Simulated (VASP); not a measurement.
# CoO (Fm-3m) in VASP: a series of runs

The runs below take CoO through single point, with PBE+U.

Everything below comes from runs of VASP 6.6.1. Logs are shortened: lines on timing, memory, paths and dates and some standing lists are left out, and cuts for length are marked.

## 1. The cell of the first run

The structure is cubic, space group Fm-3m (No. 225). Conventional cell: a = 4.258 Å, b = 4.258 Å, c = 4.258 Å, α = 90.00°, β = 90.00°, γ = 90.00°. O (site symmetry m-3m) has 6 Co at 2.13 Å within 2.8 Å. Within 2.8 Å of Co (site symmetry m-3m) lie 6 O at 2.13 Å.

## 2. Single point, PBE+U, collinear spin, ferromagnetic start

The input, INCAR:

```
SYSTEM = CoO
ALGO = Normal
EDIFF = 1E-6
ENCUT = 700
GGA = PE
GGA_COMPAT = .False.
ISIF = 2
ISMEAR = -1
ISPIN = 2
LASPH = .True.
LCHARG = .True.
LDAU = .True.
LDAUJ = 0 0
LDAUL = -1 2
LDAUPRINT = 1
LDAUTYPE = 2
LDAUU = 0 3.32
LELF = .True.
LMAXMIX = 4
LORBIT = 11
LREAL = .False.
LVHAR = .True.
LWAVE = .False.
MAGMOM = 0 3
NBANDS = 22
NELM = 200
PREC = Accurate
SIGMA = 0.003
```

The input, KPOINTS:

```
k-points
0
Gamma
  8 8 8
  0 0 0
```

The input, POSCAR:

```
CoO
1.0
    0.0000000000      2.1290000000      2.1290000000
    2.1290000000      0.0000000000      2.1290000000
    2.1290000000      2.1290000000      0.0000000000
O Co
1 1
Direct
    0.5000000000      0.5000000000      0.5000000000
    0.0000000000      0.0000000000      0.0000000000
```

Potentials or basis: VASP PAW PBE potentials, release 64 (O, Co_sv).

Launch:

```bash
cat potpaw_PBE.64/O/POTCAR potpaw_PBE.64/Co_sv/POTCAR > POTCAR
mpirun -np 1 vasp_std > vasp.out
```

OUTCAR:

```text
SYSTEM = CoO
   EDIFF = 1E-6
   ENCUT = 700
   GGA = PE
   ISIF = 2
   ISMEAR = -1
   ISPIN = 2
   LASPH = .True.
   LORBIT = 11
   LREAL = .False.
   NELM = 200
   PREC = Accurate

 ion  position               nearest neighbor table
   1  0.500  0.500  0.500-   2 2.13   2 2.13   2 2.13   2 2.13   2 2.13   2 2.13
   2  0.000  0.000  0.000-   1 2.13   1 2.13   1 2.13   1 2.13   1 2.13   1 2.13

  LATTYP: Found a face centered cubic cell.
 ALAT       =     4.2580000000

  Lattice vectors:

 A1 = (   0.0000000000,   2.1290000000,   2.1290000000)
 A2 = (   2.1290000000,   0.0000000000,   2.1290000000)
 A3 = (   2.1290000000,   2.1290000000,   0.0000000000)

Analysis of symmetry for initial positions (statically):
=====================================================================
 Subroutine PRICEL returns:
 Original cell was already a primitive cell.

 Routine SETGRP: Setting up the symmetry group for a
 face centered cubic supercell.

 Subroutine GETGRP returns: Found 48 space group operations
 (whereof 48 operations were pure point group operations)
 out of a pool of 48 trial point group operations.

The static configuration has the point symmetry O_h .

Analysis of symmetry for dynamics (positions and initial velocities):
=====================================================================
 Subroutine PRICEL returns:
 Original cell was already a primitive cell.

 Routine SETGRP: Setting up the symmetry group for a
 face centered cubic supercell.

 Subroutine GETGRP returns: Found 48 space group operations
 (whereof 48 operations were pure point group operations)
 out of a pool of 48 trial point group operations.

The dynamic configuration has the point symmetry O_h .

Analysis of structural, dynamic, and magnetic symmetry:
=====================================================================
 Subroutine PRICEL returns:
 Original cell was already a primitive cell.

 Routine SETGRP: Setting up the symmetry group for a
 face centered cubic supercell.

 Subroutine GETGRP returns: Found 48 space group operations
 (whereof 48 operations were pure point group operations)
 out of a pool of 48 trial point group operations.

The overall configuration has the point symmetry O_h .

 Subroutine INISYM returns: Found 48 space group operations
 (whereof 48 operations are pure point group operations),
 and found     1 'primitive' translations

----------------------------------------------------------------------------------------

                                     Primitive cell

  volume of cell :      19.3000

  direct lattice vectors                    reciprocal lattice vectors
     0.000000000  2.129000000  2.129000000    -0.234852043  0.234852043  0.234852043
     2.129000000  0.000000000  2.129000000     0.234852043 -0.234852043  0.234852043
     2.129000000  2.129000000  0.000000000     0.234852043  0.234852043 -0.234852043

  length of vectors
     3.010860674  3.010860674  3.010860674     0.406775671  0.406775671  0.406775671

  position of ions in fractional coordinates (direct lattice)
     0.500000000  0.500000000  0.500000000
     0.000000000  0.000000000  0.000000000

  ion indices of the primitive-cell ions
   primitive index   ion index
                 1           1
                 2           2

----------------------------------------------------------------------------------------

 KPOINTS: k-points

Automatic generation of k-mesh.
 Grid dimensions read from file:
 generate k-points for:    8    8    8

 Generating k-lattice:

  Cartesian coordinates                     Fractional coordinates (reciprocal lattice)
[... 57 lines left out ...]
   LASPH  =      T    aspherical Exc in radial PAW
   ENCUT  =  700.0 eV  51.45 Ry    7.17 a.u.   6.50  6.50  6.50*2*pi/ulx,y,z
   NELM   =    200;   NELMIN=  2; NELMDL= -5     # of ELM steps
   EDIFF  = 0.1E-05   stopping-criterion for ELM
   LREAL  =      F    real-space projection
   EDIFFG = 0.1E-04   stopping-criterion for IOM
   NSW    =      0    number of steps for IOM
   IBRION =     -1    ionic relax: 0-MD 1-quasi-New 2-CG
   NFREE  =      0    steps in history (QN), initial steepest desc. (CG)
   ISIF   =      2    stress and relaxation
   ISYM   =      2    0-nonsym 1-usesym 2-fastsym
   POTIM  = 0.5000    time-step for ionic-motion
   TEBEG  =    0.0;   TEEND  =   0.0 temperature during run
   PSTRESS=    0.0 pullay stress
   NELECT =      23.0000    total number of electrons
   NUPDOWN=      -1.0000    fix difference up-down
   EMIN   =  10.00;   EMAX   =-10.00  energy-range for DOS
   EFERMI =   0.00;   METHOD = LEGACY
   ISMEAR =    -1;   SIGMA  =   0.00  broadening in eV -4-tet -1-fermi 0-gaus
   EFERMI_NEDOS =   21; number of points for ismear=-14 and -15
   IALGO  =     38    algorithm
   IMIX   =      4    mixing-type and parameters
     AMIX     =   0.40;   BMIX     =  1.00
     AMIX_MAG =   1.60;   BMIX_MAG =  1.00
  volume/ion in A,a.u.               =       9.65        65.12
  Fermi-wavevector in a.u.,A,eV,Ry     =   1.735662  3.279925 40.987851  3.012522
  Thomas-Fermi vector in A             =   2.809225
   LORBIT       =     11    0 simple, 1 ext, 2 COOP (PROOUT), +10 PAW based schemes
 LDA+U is selected, type is set to LDAUTYPE =  2
   angular momentum for each species LDAUL =    -1    2
   U (eV)           for each species LDAUU =   0.0  3.3
   J (eV)           for each species LDAUJ =   0.0  0.0
   GGA     = PE    functional components
   LHFCALC =     F    Hartree Fock is set to
   AEXX    =    0.0000 exact exchange contribution
   IVDW    =     0    specifies the selected vdW correction
   LEPSILON=     F    determine dielectric tensor
   LRPA    =     F    only Hartree local field effects (RPA)
 spin polarized calculation
  energy-cutoff  :      700.00
  volume of cell :       19.30
 maximum number of plane-waves:       869
 NGX is ok and might be reduce to    28
   NGX = 13   NGY = 13   NGZ = 13

atom =   2  type =  2  l = 2

 onsite density matrix

spin component  1

  0.9244 -0.0000 -0.0000 -0.0000 -0.0000
 -0.0000  0.9244 -0.0000 -0.0000  0.0000
 -0.0000 -0.0000  0.9554  0.0000  0.0000
 -0.0000 -0.0000  0.0000  0.9244  0.0000
 -0.0000  0.0000  0.0000  0.0000  0.9554

spin component  2

  0.6050  0.0000 -0.0000  0.0000 -0.0000
  0.0000  0.6050  0.0000  0.0000 -0.0000
 -0.0000  0.0000  0.0995 -0.0000  0.0000
  0.0000  0.0000 -0.0000  0.6050 -0.0000
 -0.0000 -0.0000  0.0000 -0.0000  0.0995

 occupancies and eigenvectors

  o =  0.0995  v =  0.0000  0.0000  0.0000  0.0000  0.0000  0.0000 -0.0000  0.9951 -0.0000 -0.0986      0.0000  0.0000  0.0000  0.0000  0.0000  0.0000  0.0000  0.0000  0.0000  0.0000
  o =  0.0995  v =  0.0000  0.0000  0.0000  0.0000  0.0000  0.0000  0.0000 -0.0986  0.0000 -0.9951      0.0000  0.0000  0.0000  0.0000  0.0000  0.0000  0.0000  0.0000  0.0000  0.0000
  o =  0.6050  v =  0.0000  0.0000  0.0000  0.0000  0.0000  1.0000  0.0000  0.0000  0.0000  0.0000      0.0000  0.0000  0.0000  0.0000  0.0000  0.0000  0.0000  0.0000  0.0000  0.0000
  o =  0.6050  v =  0.0000  0.0000  0.0000  0.0000  0.0000  0.0000 -0.9594 -0.0000 -0.2821 -0.0000      0.0000  0.0000  0.0000  0.0000  0.0000  0.0000  0.0000  0.0000  0.0000  0.0000
  o =  0.6050  v =  0.0000  0.0000  0.0000  0.0000  0.0000  0.0000 -0.2821  0.0000  0.9594 -0.0000      0.0000  0.0000  0.0000  0.0000  0.0000  0.0000  0.0000  0.0000  0.0000  0.0000
  o =  0.9244  v =  0.0000  0.9178  0.0000  0.3971  0.0000  0.0000  0.0000  0.0000  0.0000  0.0000      0.0000  0.0000  0.0000  0.0000  0.0000  0.0000  0.0000  0.0000  0.0000  0.0000
  o =  0.9244  v =  0.0000  0.3971 -0.0000 -0.9178 -0.0000  0.0000  0.0000  0.0000  0.0000  0.0000      0.0000  0.0000  0.0000  0.0000  0.0000  0.0000  0.0000  0.0000  0.0000  0.0000
  o =  0.9244  v =  1.0000  0.0000  0.0000  0.0000  0.0000  0.0000  0.0000  0.0000  0.0000  0.0000      0.0000  0.0000  0.0000  0.0000  0.0000  0.0000  0.0000  0.0000  0.0000  0.0000
  o =  0.9554  v =  0.0000  0.0000  0.0134  0.0000 -0.9999  0.0000  0.0000  0.0000  0.0000  0.0000      0.0000  0.0000  0.0000  0.0000  0.0000  0.0000  0.0000  0.0000  0.0000  0.0000
  o =  0.9554  v =  0.0000 -0.0000  0.9999 -0.0000  0.0134  0.0000  0.0000  0.0000  0.0000  0.0000      0.0000  0.0000  0.0000  0.0000  0.0000  0.0000  0.0000  0.0000  0.0000  0.0000

 number of electron      23.0000013 magnetization       2.9997419

 Free energy of the ion-electron system (eV)
  ---------------------------------------------------
  ext. energy  EPLUGINS =         0.00000000
  ---------------------------------------------------
  free energy    TOTEN  =       -11.04349432 eV

  energy without entropy =      -11.04313143  energy(sigma->0) =      -11.04331288

 E-fermi :   8.6296     XC(G=0): -12.6777

 val. band max:        8.6278097815   @ k =  -0.2500   0.2500   0.0000
 cond. band min:       8.6311011390   @ k =   0.5000   0.2500   0.1250
 fundamental gap:      0.0032913575
 Fermi energy:         8.6296104012

 spin component 1

 k-point     1 :       0.0000    0.0000    0.0000
  band No.  band energies     occupation
      1     -88.1473      1.00000
      2     -51.3937      1.00000
      3     -51.3937      1.00000
      4     -51.3937      1.00000
      5     -11.1179      1.00000
      6       4.0641      1.00000
[... 1193 lines left out ...]
     21      37.1540      0.00000
     22      38.7528      0.00000

 [... further k-points ...]
[... 5 lines left out ...]
  --------------------------------------------------------------------------------------
  -------------------------------------------------------------------------------------
  Total       -0.0492750     -0.0492750     -0.0492750      0.0000000      0.0000000     -0.0000000
  in kB       -4.0905347     -4.0905347     -4.0905347      0.0000000      0.0000000     -0.0000000
  external PRESSURE =      -4.0905347 kB  Pullay stress =       0.0000000 kB

 VOLUME and BASIS-vectors are now :
 -----------------------------------------------------------------------------
  energy-cutoff  :      700.00
  volume of cell :       19.30
      direct lattice vectors                 reciprocal lattice vectors
     0.000000000  2.129000000  2.129000000    -0.234852043  0.234852043  0.234852043
     2.129000000  0.000000000  2.129000000     0.234852043 -0.234852043  0.234852043
     2.129000000  2.129000000  0.000000000     0.234852043  0.234852043 -0.234852043

 POSITION                                       TOTAL-FORCE (eV/Angst)
 -----------------------------------------------------------------------------------
      2.12900      2.12900      2.12900         0.000000     -0.000000      0.000000
      0.00000      0.00000      0.00000        -0.000000      0.000000     -0.000000
 -----------------------------------------------------------------------------------
    total drift:                                0.000000      0.000000      0.000000

  FREE ENERGIE OF THE ION-ELECTRON SYSTEM (eV)
  ---------------------------------------------------
  free  energy   TOTEN  =       -11.0434943249 eV

  energy  without entropy=      -11.0431314310  energy(sigma->0) =      -11.04331288

 total charge

# of ion       s       p       d       tot
------------------------------------------
    1        1.548   3.458   0.000   5.006
    2        2.145   6.065   6.672  14.882
--------------------------------------------------
tot          3.693   9.523   6.672  19.888

 magnetization (x)

# of ion       s       p       d       tot
------------------------------------------
    1        0.025   0.228   0.000   0.253
    2        0.013   0.011   2.666   2.690
--------------------------------------------------
tot          0.039   0.239   2.666   2.943
```

Run time: 36 s. Hardware: 1 thread of Intel Xeon Platinum 8488C (Sapphire Rapids), shared host; peak memory 0.18 GiB.

What came out:

| Item | Value |
| --- | --- |
| Free energy | -11.0435 eV |
| Pressure | -0.4 GPa |
| Band gap on the k mesh | zero (filled and empty bands overlap) |
| Net moment | 3.00 μB per cell |
| Site moments | O +0.25; Co +2.69 μB |
| Valence electrons inside the program's atomic spheres | O 5.01; Co 14.88 |

Eigenvalues of the final occupation matrices:
```csv
site,spin,trace,eigenvalues
site 2 d,1,4.68,0.92 0.92 0.92 0.96 0.96
site 2 d,2,2.01,0.10 0.10 0.60 0.60 0.60
```

Caveat: a cell with one magnetic atom can't hold antiferromagnetic order, which such compounds often take.

[end of part 1 of 2]
